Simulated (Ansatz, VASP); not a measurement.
**CoW in VASP and in Ansatz**

```
CELL_PARAMETERS angstrom
0.00000 2.36479 2.36479
2.36479 0.00000 2.36479
2.36479 2.36479 0.00000
ATOMIC_POSITIONS crystal
Co 0.00000 0.00000 0.00000
W 0.50000 0.50000 0.50000
```

Alike in both runs: task relaxation of cell and atoms; functional r2SCAN; k mesh 6 × 6 × 6; occupations gaussian, width 0.1 eV; collinear spin.

```csv
,VASP,Ansatz
version,VASP 6.6.1,Ansatz 0.2.0
potentials or method,"VASP PAW PBE potentials, release 64 (Co, W_sv), cutoff 600 eV","scalar-relativistic, plane waves, PAW"
valence electrons in the cell,23,31
```

```csv
,VASP,Ansatz,Ansatz less VASP
"gap on the k mesh at the Fermi level, each at its own relaxed structure (eV)",none,none,-
net moment per atom (μB),0.00,0.12,+0.120
size of the moment on the site where the two differ most (μB),0.00,0.22,+0.220
relaxed volume (Å³/atom),14.16,14.12,-0.039
relaxed cell length with the largest relative difference (Å),3.421,3.418,-0.0032
```

The net moments are unlike, so the other rows may belong to different states. VASP's potentials were made for PBE, not for r2SCAN. Site moments also hang on the region over which each program counts them. A gap of «none» marks a metal or a gap that the smearing closes. VASP's potentials hold 23 valence electrons a cell and Ansatz's 31, so a difference there can come from the potentials and not from the codes.

The k mesh is coarse, so the values compare programs but aren't converged. Spin-orbit coupling is off throughout.
